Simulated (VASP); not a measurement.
# C (P1) in VASP: single point with PBE

Aim: the single point of C with PBE.

Everything below comes from runs of VASP 6.6.1. Logs are shortened: lines on timing, memory, paths and dates and some standing lists are left out, and cuts for length are marked.

## 1. The cell of the first run

The typed cell holds 8 atoms: a = 3.567 Å, b = 3.567 Å, c = 3.567 Å, α = 90.00°, β = 90.00°, γ = 90.00°.

## 2. Single point, PBE

File INCAR:

```
SYSTEM = C
  ALGO = Normal
  EDIFF = 1E-6
  ENCUT = 600
  GGA = PE
  GGA_COMPAT = .FALSE.
  ISIF = 2
  ISMEAR = 0
  ISYM = 0
  LASPH = .TRUE.
  LCHARG = .FALSE.
  LREAL = .FALSE.
  LWAVE = .FALSE.
  NBANDS = 26
  NELM = 120
  PREC = Accurate
  SIGMA = 0.01
```

File KPOINTS:

```
Automatic mesh
0
Gamma
  1 1 1
  0.5 0.5 0.5
```

File POSCAR:

```
C
1.0
    3.5670000000      0.0000000000      0.0000000000
    0.0000000000      3.5670000000      0.0000000000
    0.0000000000      0.0000000000      3.5670000000
C
8
Direct
    0.0112139100      0.0067283400      0.0050462600
    0.2500000000      0.2500000000      0.2500000000
    0.0000000000      0.5000000000      0.5000000000
    0.2500000000      0.7500000000      0.7500000000
    0.5000000000      0.0000000000      0.5000000000
    0.7500000000      0.2500000000      0.7500000000
    0.5000000000      0.5000000000      0.0000000000
    0.7500000000      0.7500000000      0.2500000000
```

Potentials or basis: VASP PAW PBE potentials, release 64 (C).

On the command line:

```bash
> cat potpaw_PBE.64/C/POTCAR > POTCAR
> mpirun -np 1 vasp_std > vasp.out
```

OUTCAR:

```text
SYSTEM = C
   EDIFF = 1E-6
   ENCUT = 600
   GGA = PE
   ISIF = 2
   ISMEAR = 0
   ISYM = 0
   LASPH = .TRUE.
   LREAL = .FALSE.
   NELM = 120
   PREC = Accurate

 ion  position               nearest neighbor table
   1  0.011  0.007  0.005-   2 1.50   4 1.55   6 1.56   8 1.57
   2  0.250  0.250  0.250-   1 1.50   3 1.54   5 1.54   7 1.54
   3  0.000  0.500  0.500-   2 1.54   4 1.54   6 1.54   8 1.54
   4  0.250  0.750  0.750-   3 1.54   5 1.54   7 1.54   1 1.55
   5  0.500  0.000  0.500-   2 1.54   4 1.54   6 1.54   8 1.54
   6  0.750  0.250  0.750-   3 1.54   5 1.54   7 1.54   1 1.56
   7  0.500  0.500  0.000-   2 1.54   4 1.54   6 1.54   8 1.54
   8  0.750  0.750  0.250-   3 1.54   5 1.54   7 1.54   1 1.57

IMPORTANT INFORMATION: All symmetrisations will be switched off!
NOSYMM: (Re-)initialisation of all symmetry stuff for point group C_1.

----------------------------------------------------------------------------------------

                                     Primitive cell

  volume of cell :      45.3847

  direct lattice vectors                    reciprocal lattice vectors
     3.567000000  0.000000000  0.000000000     0.280347631  0.000000000  0.000000000
     0.000000000  3.567000000  0.000000000     0.000000000  0.280347631  0.000000000
     0.000000000  0.000000000  3.567000000     0.000000000  0.000000000  0.280347631

  length of vectors
     3.567000000  3.567000000  3.567000000     0.280347631  0.280347631  0.280347631

  position of ions in fractional coordinates (direct lattice)
     0.011213910  0.006728340  0.005046260
     0.250000000  0.250000000  0.250000000
     0.000000000  0.500000000  0.500000000
     0.250000000  0.750000000  0.750000000
     0.500000000  0.000000000  0.500000000
     0.750000000  0.250000000  0.750000000
     0.500000000  0.500000000  0.000000000
     0.750000000  0.750000000  0.250000000

  ion indices of the primitive-cell ions
   primitive index   ion index
                 1           1
                 2           2
                 3           3
                 4           4
                 5           5
                 6           6
                 7           7
                 8           8

----------------------------------------------------------------------------------------

 KPOINTS: Automatic mesh

Automatic generation of k-mesh.
 Grid dimensions read from file:
 generate k-points for:    1    1    1

 Generating k-lattice:

  Cartesian coordinates                     Fractional coordinates (reciprocal lattice)
     0.280347631  0.000000000  0.000000000     1.000000000  0.000000000  0.000000000
     0.000000000  0.280347631  0.000000000     0.000000000  1.000000000  0.000000000
     0.000000000  0.000000000  0.280347631     0.000000000  0.000000000  1.000000000

  Length of vectors
     0.280347631  0.280347631  0.280347631

  Shift w.r.t. Gamma in fractional coordinates (k-lattice)
     0.500000000  0.500000000  0.500000000

 Subroutine IBZKPT returns following result:
 ===========================================

 Found      1 irreducible k-points:

 Following reciprocal coordinates:
            Coordinates               Weight
  0.500000  0.500000  0.500000      1.000000
   k-points           NKPTS =      1   k-points in BZ     NKDIM =      1   number of bands    NBANDS=     26
   number of dos      NEDOS =    301   number of ions     NIONS =      8
   total plane-waves  NPLWV =  21952
   dimension x,y,z NGX =    28 NGY =   28 NGZ =   28
   dimension x,y,z NGXF=    56 NGYF=   56 NGZF=   56
   ions per type =               8
   NGX,Y,Z   is equivalent  to a cutoff of  13.05, 13.05, 13.05 a.u.
   NGXF,Y,Z  is equivalent  to a cutoff of  26.10, 26.10, 26.10 a.u.
 SYSTEM =  C
   PREC   = accura    normal or accurate (medium, high low for compatibility)
   ISTART =      0    job   : 0-new  1-cont  2-samecut
   ICHARG =      2    charge: 1-file 2-atom 10-const
   ISPIN  =      1    spin polarized calculation?
   LNONCOLLINEAR =      F non collinear calculations
   LSORBIT =      F    spin-orbit coupling
   LASPH  =      T    aspherical Exc in radial PAW
   ENCUT  =  600.0 eV  44.10 Ry    6.64 a.u.   7.12  7.12  7.12*2*pi/ulx,y,z
   NELM   =    120;   NELMIN=  2; NELMDL= -5     # of ELM steps
   EDIFF  = 0.1E-05   stopping-criterion for ELM
   LREAL  =      F    real-space projection
   EDIFFG = 0.1E-04   stopping-criterion for IOM
   NSW    =      0    number of steps for IOM
   IBRION =     -1    ionic relax: 0-MD 1-quasi-New 2-CG
   NFREE  =      0    steps in history (QN), initial steepest desc. (CG)
   ISIF   =      2    stress and relaxation
   ISYM   =      0    0-nonsym 1-usesym 2-fastsym
   POTIM  = 0.5000    time-step for ionic-motion
   TEBEG  =    0.0;   TEEND  =   0.0 temperature during run
   PSTRESS=    0.0 pullay stress
   NELECT =      32.0000    total number of electrons
   NUPDOWN=      -1.0000    fix difference up-down
   EMIN   =  10.00;   EMAX   =-10.00  energy-range for DOS
   EFERMI =   0.00;   METHOD = LEGACY
   ISMEAR =     0;   SIGMA  =   0.01  broadening in eV -4-tet -1-fermi 0-gaus
   EFERMI_NEDOS =   21; number of points for ismear=-14 and -15
   IALGO  =     38    algorithm
   IMIX   =      4    mixing-type and parameters
     AMIX     =   0.40;   BMIX     =  1.00
     AMIX_MAG =   1.60;   BMIX_MAG =  1.00
  volume/ion in A,a.u.               =       5.67        38.28
  Fermi-wavevector in a.u.,A,eV,Ry     =   1.457097  2.753514 28.886949  2.123131
  Thomas-Fermi vector in A             =   2.573938
   LORBIT       =      0    0 simple, 1 ext, 2 COOP (PROOUT), +10 PAW based schemes
   GGA     = PE    functional components
   LHFCALC =     F    Hartree Fock is set to
   AEXX    =    0.0000 exact exchange contribution
   IVDW    =     0    specifies the selected vdW correction
   LEPSILON=     F    determine dielectric tensor
   LRPA    =     F    only Hartree local field effects (RPA)
 non-spin polarized calculation
 Gauss-broadening in eV      SIGMA  =   0.01
  energy-cutoff  :      600.00
  volume of cell :       45.38
 maximum number of plane-waves:      1568
 NGX is ok and might be reduce to    28
   NGX = 15   NGY = 15   NGZ = 15

 number of electron      31.9999997 magnetization

 Free energy of the ion-electron system (eV)
  ---------------------------------------------------
  ext. energy  EPLUGINS =         0.00000000
  ---------------------------------------------------
  free energy    TOTEN  =       -62.81257740 eV

  energy without entropy =      -62.81257740  energy(sigma->0) =      -62.81257740

 E-fermi :   7.5939     XC(G=0): -13.1437

 val. band max:        7.4950292846   @ k =   0.5000   0.5000   0.5000
 cond. band min:      18.0032071335   @ k =   0.5000   0.5000   0.5000
 fundamental gap:     10.5081778489
 Fermi energy:         7.5939214780

 k-point     1 :       0.5000    0.5000    0.5000
  band No.  band energies     occupation
      1      -5.8754      2.00000
      2      -5.7306      2.00000
      3      -5.6973      2.00000
      4      -5.6532      2.00000
      5      -3.5512      2.00000
      6      -3.4551      2.00000
[... 18 lines left out ...]
     25      18.8370      0.00000
     26      18.8428      0.00000

------------------------ aborting loop because EDIFF is reached ----------------------------------------

  FORCE on cell =-STRESS in cart. coord.  units (eV):
  Direction    XX          YY          ZZ          XY          YZ          ZX
  --------------------------------------------------------------------------------------
  -------------------------------------------------------------------------------------
  Total        5.8507021      5.8740953      5.8798568      0.2740162      0.5178830      0.3359925
  in kB      206.5424103    207.3682402    207.5716354      9.6733633     18.2823866     11.8612600
  external PRESSURE =     207.1607620 kB  Pullay stress =       0.0000000 kB

 VOLUME and BASIS-vectors are now :
 -----------------------------------------------------------------------------
  energy-cutoff  :      600.00
  volume of cell :       45.38
      direct lattice vectors                 reciprocal lattice vectors
     3.567000000  0.000000000  0.000000000     0.280347631  0.000000000  0.000000000
     0.000000000  3.567000000  0.000000000     0.000000000  0.280347631  0.000000000
     0.000000000  0.000000000  3.567000000     0.000000000  0.000000000  0.280347631

 POSITION                                       TOTAL-FORCE (eV/Angst)
 -----------------------------------------------------------------------------------
      0.04000      0.02400      0.01800        -2.107178     -1.305145     -1.013935
      0.89175      0.89175      0.89175         0.703762      0.509871      0.438030
      0.00000      1.78350      1.78350        -0.403985      0.065768      0.045291
      0.89175      2.67525      2.67525         0.488527      0.300363      0.228558
      1.78350      0.00000      1.78350         0.116733     -0.241171      0.045263
      2.67525      0.89175      2.67525         0.536877      0.248575      0.272454
      1.78350      1.78350      0.00000         0.116698      0.065705     -0.179578
      2.67525      2.67525      0.89175         0.548566      0.356034      0.163917
 -----------------------------------------------------------------------------------
    total drift:                                0.000072      0.000151      0.000181

  FREE ENERGIE OF THE ION-ELECTRON SYSTEM (eV)
  ---------------------------------------------------
  free  energy   TOTEN  =       -62.8125773976 eV

  energy  without entropy=      -62.8125773976  energy(sigma->0) =      -62.81257740
```

Run time: 7.8 s. Hardware: 1 thread of Intel Xeon 8259CL, shared host; peak memory 0.14 GiB.

What came out:

```
Free energy            : -62.8126 eV
Pressure               : 20.7 GPa
Largest force          : 2.678 eV/Å
Band gap on the k mesh : 10.51 eV
```

Forces in eV/Å, atoms in the order of the input:
```
C   -2.107 -1.305 -1.014
C    0.704  0.510  0.438
C   -0.404  0.066  0.045
C    0.489  0.300  0.229
C    0.117 -0.241  0.045
C    0.537  0.249  0.272
C    0.117  0.066 -0.180
C    0.549  0.356  0.164
```

Caveat: the k points lie up to 1.76 Å⁻¹ apart; forces of over 1 eV/Å act on the atoms, so gaps and moduli don't describe the material at rest. A k mesh can miss the band edges.
